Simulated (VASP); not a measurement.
The system is I.

```
I
1.0
     2.76801    0.00000    0.00000
    -1.38400    2.39716    0.00000
     0.00000    0.00000    4.48417
I
2
Direct
  0.33333 0.66667 0.25000
  0.66667 0.33333 0.75000
```

| Quantity | Value |
| --- | --- |
| Program | VASP 6.6.1 |
| Task | relaxation of cell and atoms |
| Functional | PBE |
| Potentials or basis | VASP PAW PBE potentials, release 64 (I) |
| Cutoff | 600 eV |
| k mesh | 15 × 15 × 8 |
| Occupations | fermi-dirac, width 0.05 eV |
| Spin | no spin polarisation |

At the start: pressure 179.0 GPa; volume 14.88 Å³/atom.

Problem. How do energy, volume and symmetry change on relaxing?

Solution. Over 28 steps the energy falls by 5202.4 meV/atom and the volume is 42.72 Å³/atom (+187.1 %); space group P6_3/mmc (No. 194, to 0.05 Å).

The path:
```csv
step,energy change (eV),largest force (eV/Å),pressure (GPa),volume (Å³)
1,0.0000,0.0000,178.97,29.75
2,-8.6818,0.0000,-1.21,173.85
3,-8.7498,0.0000,-1.34,165.27
4,-8.8237,0.0000,-1.49,156.86
5,-9.9418,0.0000,-1.36,76.56
6,-8.9743,0.0000,21.25,49.54
7,-9.9595,0.0000,-0.78,73.88
8,-9.9661,0.0000,0.05,70.93
9,-9.9654,0.0000,-0.28,72.01
10,-9.9730,0.0000,-0.27,71.94
11,-10.0065,0.0000,-0.17,71.66
12,-10.1077,0.0000,0.41,70.87
13,-10.2650,0.0000,3.87,68.38
14,-10.2744,0.0000,2.75,68.97
15,-10.2735,0.0000,3.25,68.69
16,-10.2751,0.0000,3.30,68.75
17,-10.2785,0.0000,3.45,68.94
18,-10.2798,0.0000,3.79,69.29
19,-10.2859,0.0000,3.66,69.60
20,-10.3031,0.0000,3.30,70.53
21,-10.3324,0.0000,2.64,72.42
22,-10.3738,0.0000,1.52,76.27
23,-10.4038,0.0000,-0.08,84.28
24,-10.4038,0.0000,-0.13,84.60
25,-10.4038,0.0000,-0.18,84.92
26,-10.4042,0.0000,-0.13,85.04
27,-10.4048,0.0000,-0.02,85.37
28,-10.4048,0.0000,0.01,85.43
```

Final structure:
```
CELL_PARAMETERS angstrom
3.37210 0.00000 0.00000
-1.68605 2.92032 0.00000
0.00000 0.00000 8.67565
ATOMIC_POSITIONS crystal
I 0.33333 0.66667 0.25000
I 0.66667 0.33333 0.75000
```

Caveat: the volume moved by over 15 % at a fixed basis, so the end points are rough; this functional lacks dispersion, which binds the layers, so the pressure and a relaxed spacing across them are unreliable.
